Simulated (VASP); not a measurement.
The system is Na3H.

```
CELL_PARAMETERS angstrom
4.03584 0.00000 0.00000
0.00000 4.03584 0.00000
0.00000 0.00000 3.99436
ATOMIC_POSITIONS crystal
Na 0.00000 0.50000 0.50000
Na 0.50000 0.00000 0.50000
Na 0.50000 0.50000 0.00000
H 0.00000 0.00000 0.00000
```

The cell was built from a structure type or drawn by symmetry, and may not be a known phase.

- Program: VASP 6.6.1
- Task: relaxation of cell and atoms
- Functional: PBE
- Potentials or basis: VASP PAW PBE potentials, release 64 (Na_sv, H)
- Cutoff: 970 eV
- k mesh: 4 × 4 × 4
- Occupations: gaussian, width 0.1 eV
- Spin: no spin polarisation

At the start: pressure 10.9 GPa; volume 16.27 Å³/atom.

How do energy, volume and symmetry change on relaxing?

Over 5 steps the energy falls by 233.1 meV/atom and the volume is 25.27 Å³/atom (+55.3 %); space group Pm-3m (No. 221, to 0.1 Å) before and after.

Step by step:
```
step  energy change (eV)  largest force (eV/Å)  pressure (GPa)  volume (Å³)
   1              0.0000                0.0000           10.86        65.06
   2             -0.5384                0.0000            5.53        76.00
   3             -0.9029                0.0000            1.32        94.22
   4             -0.9309                0.0000           -0.28       102.71
   5             -0.9322                0.0000            0.03       101.06
```

Final structure:
```cif
data_structure
_symmetry_space_group_name_H-M 'P 1'
_symmetry_Int_Tables_number 1
_cell_length_a 4.6734
_cell_length_b 4.6734
_cell_length_c 4.6273
_cell_angle_alpha 90.000
_cell_angle_beta 90.000
_cell_angle_gamma 90.000
_cell_volume 101.06
loop_
_atom_site_label
_atom_site_type_symbol
_atom_site_fract_x
_atom_site_fract_y
_atom_site_fract_z
_atom_site_occupancy
Na1 Na 0.00000 0.50000 0.50000 1
Na2 Na 0.50000 0.00000 0.50000 1
Na3 Na 0.50000 0.50000 0.00000 1
H1 H 0.00000 0.00000 0.00000 1
```

Caveat: the k points lie up to 0.34 Å⁻¹ apart in the final cell, too coarse for converged energies and pressures of a metal; the volume moved by over 15 % at a fixed basis, so the end points are rough.
